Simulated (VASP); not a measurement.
A run of VASP 6.6.1 is set up as follows.

Contents of INCAR:

```
PREC     = Accurate       # precision mode
ENCUT    = 520            # plane-wave cutoff, eV
EDIFF    = 1E-6           # SCF threshold, eV
ISMEAR   = 0              # smearing method
SIGMA    = 0.05           # smearing width, eV
LREAL    = F              # projectors in reciprocal space
LASPH    = T              # aspherical terms in the spheres
NELM     = 100            # most SCF steps
ALGO     = Normal         # electronic algorithm
ISIF     = 2              # what is computed and relaxed
LWAVE    = F              # write WAVECAR
LCHARG   = T              # write CHGCAR
LDIPOL   = T            
IDIPOL   = 3            
DIPOL    = 0.5 0.5 0.500
GGA      = PS             # functional
LELF     = T              # ELF
LVHAR    = T            
LVACPOTAV= T            
NBANDS   = 26             # bands
```

The input KPOINTS:

```
regular mesh
0
Gamma
  7 7 1
```

Contents of POSCAR:

```
AlAs
1.0
    4.0125456549      0.0000000000      0.0000000000
    0.0000000000      4.0125456549      0.0000000000
    0.0000000000      0.0000000000     24.9305438485
As Al
4 4
Direct
    0.0000000000      0.5000000000      0.3008357959
    0.5000000000      0.0000000000      0.4146439125
    0.0000000000      0.5000000000      0.5284520292
    0.5000000000      0.0000000000      0.6422601458
    0.5000000000      0.5000000000      0.3577398542
    0.0000000000      0.0000000000      0.4715479708
    0.5000000000      0.5000000000      0.5853560875
    0.0000000000      0.0000000000      0.6991642041
```

Potentials or basis: VASP PAW PBE potentials, release 64 (As, Al).

Run with:

```console
$ cat potpaw_PBE.64/As/POTCAR potpaw_PBE.64/Al/POTCAR > POTCAR
$ mpirun -np 1 vasp_std > vasp.out
```

Task: Estimate the band gap on the k mesh.

Result: Zero (bands 16 and 17 overlap by 0.22 eV).

Task: Estimate the largest force.

Result: 0.370 eV/Å.

Forces in eV/Å, atoms in the order of the input:
```
As   0.000  0.000  0.102
As   0.000  0.000  0.370
As   0.000  0.000  0.281
As   0.000  0.000  0.003
Al   0.000  0.000 -0.318
Al   0.000  0.000 -0.347
Al   0.000  0.000 -0.324
Al   0.000  0.000  0.233
```

Caveat: the PAW data sets were made with another functional, which shifts forces and pressure a little.
